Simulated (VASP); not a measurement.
# Nb (Im-3m) in VASP: single point with LDA

Aim: the single point of Nb with LDA.

Program: VASP 6.6.1. These are calculated values, not measurements. Logs are shortened: lines on timing, memory, paths and dates and some standing lists are left out, and cuts for length are marked.

### 1 The cell of the first run

Symmetry: Im-3m, No. 229, cubic system. The conventional cell has a = 3.328 Å, b = 3.328 Å, c = 3.328 Å, α = 90.00°, β = 90.00°, γ = 90.00°. Nb (site symmetry m-3m) has 14 Nb at 2.88 to 3.33 Å within 3.8 Å.

### 2 Single point, LDA

The input, INCAR:

```
SYSTEM = Nb
PREC = Accurate
ENCUT = 520
EDIFF = 1E-7
ISMEAR = 0
SIGMA = 0.15
LREAL = .FALSE.
LASPH = .TRUE.
NELM = 60
ALGO = Normal
ISIF = 2
LWAVE = .FALSE.
LCHARG = .TRUE.
GGA = CA
LELF = .TRUE.
LVHAR = .TRUE.
NBANDS = 12
```

The input, KPOINTS:

```
regular mesh
0
G
  22 22 22
  0 0 0
```

The input, POSCAR:

```
Nb
1.0
   -1.6639500000      1.6639500000      1.6639500000
    1.6639500000     -1.6639500000      1.6639500000
    1.6639500000      1.6639500000     -1.6639500000
Nb
1
Direct
    0.0000000000      0.0000000000      0.0000000000
```

Potentials or basis: VASP PAW LDA potentials, release 64 (Nb_sv).

On the command line:

```sh
$ cat potpaw_LDA.64/Nb_sv/POTCAR > POTCAR
$ mpirun -np 1 vasp_std > vasp.out
```

OUTCAR:

```text
SYSTEM = Nb
   PREC = Accurate
   ENCUT = 520
   EDIFF = 1E-7
   ISMEAR = 0
   LREAL = .FALSE.
   LASPH = .TRUE.
   NELM = 60
   ISIF = 2
   GGA = CA

 ion  position               nearest neighbor table
   1  0.000  0.000  0.000-

  LATTYP: Found a body centered cubic cell.
 ALAT       =     3.3279000000

  Lattice vectors:

 A1 = (  -1.6639500000,   1.6639500000,   1.6639500000)
 A2 = (   1.6639500000,  -1.6639500000,   1.6639500000)
 A3 = (   1.6639500000,   1.6639500000,  -1.6639500000)

Analysis of symmetry for initial positions (statically):
=====================================================================
 Subroutine PRICEL returns:
 Original cell was already a primitive cell.

 Routine SETGRP: Setting up the symmetry group for a
 body centered cubic supercell.

 Subroutine GETGRP returns: Found 48 space group operations
 (whereof 48 operations were pure point group operations)
 out of a pool of 48 trial point group operations.

The static configuration has the point symmetry O_h .

Analysis of symmetry for dynamics (positions and initial velocities):
=====================================================================
 Subroutine PRICEL returns:
 Original cell was already a primitive cell.

 Routine SETGRP: Setting up the symmetry group for a
 body centered cubic supercell.

 Subroutine GETGRP returns: Found 48 space group operations
 (whereof 48 operations were pure point group operations)
 out of a pool of 48 trial point group operations.

The dynamic configuration has the point symmetry O_h .

 Subroutine INISYM returns: Found 48 space group operations
 (whereof 48 operations are pure point group operations),
 and found     1 'primitive' translations

----------------------------------------------------------------------------------------

                                     Primitive cell

  volume of cell :      18.4281

  direct lattice vectors                    reciprocal lattice vectors
    -1.663950000  1.663950000  1.663950000     0.000000000  0.300489798  0.300489798
     1.663950000 -1.663950000  1.663950000     0.300489798  0.000000000  0.300489798
     1.663950000  1.663950000 -1.663950000     0.300489798  0.300489798  0.000000000

  length of vectors
     2.882045941  2.882045941  2.882045941     0.424956748  0.424956748  0.424956748

  position of ions in fractional coordinates (direct lattice)
     0.000000000  0.000000000  0.000000000

[... 82 lines left out ...]
   ISYM   =      2    0-nonsym 1-usesym 2-fastsym
   POTIM  = 0.5000    time-step for ionic-motion
   TEBEG  =    0.0;   TEEND  =   0.0 temperature during run
   PSTRESS=    0.0 pullay stress
   NELECT =      13.0000    total number of electrons
   NUPDOWN=      -1.0000    fix difference up-down
   EMIN   =  10.00;   EMAX   =-10.00  energy-range for DOS
   EFERMI =   0.00;   METHOD = LEGACY
   ISMEAR =     0;   SIGMA  =   0.15  broadening in eV -4-tet -1-fermi 0-gaus
   EFERMI_NEDOS =   21; number of points for ismear=-14 and -15
   IALGO  =     38    algorithm
   IMIX   =      4    mixing-type and parameters
     AMIX     =   0.40;   BMIX     =  1.00
     AMIX_MAG =   1.60;   BMIX_MAG =  1.00
  volume/ion in A,a.u.               =      18.43       124.36
  Fermi-wavevector in a.u.,A,eV,Ry     =   1.457345  2.753983 28.896790  2.123854
  Thomas-Fermi vector in A             =   2.574157
   LORBIT       =      0    0 simple, 1 ext, 2 COOP (PROOUT), +10 PAW based schemes
   GGA     = CA    functional components
   LHFCALC =     F    Hartree Fock is set to
   AEXX    =    0.0000 exact exchange contribution
   IVDW    =     0    specifies the selected vdW correction
   LEPSILON=     F    determine dielectric tensor
   LRPA    =     F    only Hartree local field effects (RPA)
 non-spin polarized calculation
 Gauss-broadening in eV      SIGMA  =   0.15
  energy-cutoff  :      520.00
  volume of cell :       18.43
 maximum number of plane-waves:       531
 NGX is ok and might be reduce to    24
   NGX = 11   NGY = 11   NGZ = 11

 number of electron      12.9999999 magnetization

 Free energy of the ion-electron system (eV)
  ---------------------------------------------------
  ext. energy  EPLUGINS =         0.00000000
  ---------------------------------------------------
  free energy    TOTEN  =       -11.21236573 eV

  energy without entropy =      -11.19460034  energy(sigma->0) =      -11.20348303

 E-fermi :  10.6624     XC(G=0): -12.5982

 val. band max:       10.6578317516   @ k =  -0.1818   0.2273   0.0909
 cond. band min:      10.6666947324   @ k =   0.3182   0.1818   0.1364
 fundamental gap:      0.0088629808
 Fermi energy:        10.6624081847

 k-point     1 :       0.0000    0.0000    0.0000
  band No.  band energies     occupation
      1     -43.4224      2.00000
      2     -18.9198      2.00000
      3     -18.9198      2.00000
      4     -18.9198      2.00000
      5       4.7907      2.00000
      6      11.0169      0.00083
      7      11.0169      0.00083
      8      11.0169      0.00083
      9      13.8423      0.00000
     10      13.8423      0.00000
     11      24.8517      0.00000
     12      24.8517      0.00000
[... 331 lines left out ...]
 k-point    24 :       0.1364    0.0909    0.0000
  band No.  band energies     occupation
      1     -43.3454      2.00000
      2     -19.3713      2.00000
      3     -19.0375      2.00000
      4     -18.9554      2.00000
      5       6.1930      2.00000
      6      10.3331      1.99809
      7      10.4856      1.90449
      8      12.5731      0.00000
      9      13.0707      0.00000
     10      14.0508      0.00000
     11      25.7872      0.00000
     12      26.5264      0.00000

 [... further k-points ...]

------------------------ aborting loop because EDIFF is reached ----------------------------------------

  FORCE on cell =-STRESS in cart. coord.  units (eV):
  Direction    XX          YY          ZZ          XY          YZ          ZX
  --------------------------------------------------------------------------------------
  -------------------------------------------------------------------------------------
  Total       -1.4117422     -1.4117422     -1.4117422      0.0000000     -0.0000000      0.0000000
  in kB     -122.7397288   -122.7397288   -122.7397288      0.0000000     -0.0000000      0.0000000
  external PRESSURE =    -122.7397288 kB  Pullay stress =       0.0000000 kB

 VOLUME and BASIS-vectors are now :
 -----------------------------------------------------------------------------
  energy-cutoff  :      520.00
  volume of cell :       18.43
      direct lattice vectors                 reciprocal lattice vectors
    -1.663950000  1.663950000  1.663950000     0.000000000  0.300489798  0.300489798
     1.663950000 -1.663950000  1.663950000     0.300489798  0.000000000  0.300489798
     1.663950000  1.663950000 -1.663950000     0.300489798  0.300489798  0.000000000

 POSITION                                       TOTAL-FORCE (eV/Angst)
 -----------------------------------------------------------------------------------
      0.00000      0.00000      0.00000        -0.000000     -0.000000      0.000000
 -----------------------------------------------------------------------------------
    total drift:                                0.000000      0.000000     -0.000000

  FREE ENERGIE OF THE ION-ELECTRON SYSTEM (eV)
  ---------------------------------------------------
  free  energy   TOTEN  =       -11.2123657336 eV

  energy  without entropy=      -11.1946003360  energy(sigma->0) =      -11.20348303
```

OSZICAR:

```text
N       E                     dE             d eps       ncg     rms          rms(c)
DAV:   1     0.120838414605E+03    0.12084E+03   -0.71501E+03  7904   0.108E+03
DAV:   2    -0.625012267411E+01   -0.12709E+03   -0.12214E+03  8688   0.408E+02
DAV:   3    -0.114027122064E+02   -0.51526E+01   -0.48873E+01 11824   0.729E+01
DAV:   4    -0.116926277944E+02   -0.28992E+00   -0.28752E+00 11516   0.144E+01
DAV:   5    -0.117026938161E+02   -0.10066E-01   -0.10061E-01 11548   0.247E+00    0.684E+00
DAV:   6    -0.112646099725E+02    0.43808E+00   -0.63874E-01 12884   0.103E+01    0.234E+00
DAV:   7    -0.112101379558E+02    0.54472E-01   -0.17009E-01 13076   0.515E+00    0.869E-01
DAV:   8    -0.112123179707E+02   -0.21800E-02   -0.10654E-02  9876   0.131E+00    0.458E-02
DAV:   9    -0.112123607207E+02   -0.42750E-04   -0.78042E-04 13264   0.287E-01    0.279E-02
DAV:  10    -0.112123677494E+02   -0.70287E-05   -0.14155E-05 10108   0.408E-02    0.151E-02
DAV:  11    -0.112123657907E+02    0.19586E-05   -0.59036E-06 10408   0.415E-02    0.307E-03
DAV:  12    -0.112123657336E+02    0.57173E-07   -0.28461E-07 10684   0.731E-03
   1 F= -.11212366E+02 E0= -.11203483E+02  d E =-.177654E-01
```

stdout:

```text
POSCAR found type information on POSCAR Nb
 POSCAR found :  1 types and       1 ions
 scaLAPACK will be used
 LDA part: xc-table for (Slater(with rela. corr.)+CA(PZ))
 , standard interpolation
 POSCAR, INCAR and KPOINTS ok, starting setup
 FFT: planning ... GRIDC
 FFT: planning ... GRID_SOFT
 FFT: planning ... GRID
 WAVECAR not read
 entering main loop
```

Run time: 46 s. Hardware: 1 thread of Intel Xeon 8259CL, shared host; peak memory 0.19 GiB.

What came out:

```yaml
Free_energy: -11.2124 eV
Pressure: -12.3 GPa
Band_gap_on_the_k_mesh: zero (an odd number of electrons rules out a gap without spin polarisation)
```

Levels at points of the mesh, in eV from the Fermi level:
| k point | band 4 | band 5 | band 6 | band 7 | band 8 | band 9 |
| --- | --- | --- | --- | --- | --- | --- |
| (0.00, 0.00, 0.00) | -29.58 | -5.87 | 0.35 | 0.35 | 0.35 | 3.18 |
| (0.50, 0.00, 0.00) | -29.59 | -3.63 | -1.60 | 2.24 | 3.20 | 3.86 |
| (0.50, 0.50, 0.50) | -30.46 | -3.60 | -3.60 | 5.47 | 5.47 | 5.47 |

Caveat: the cell stands under tension.
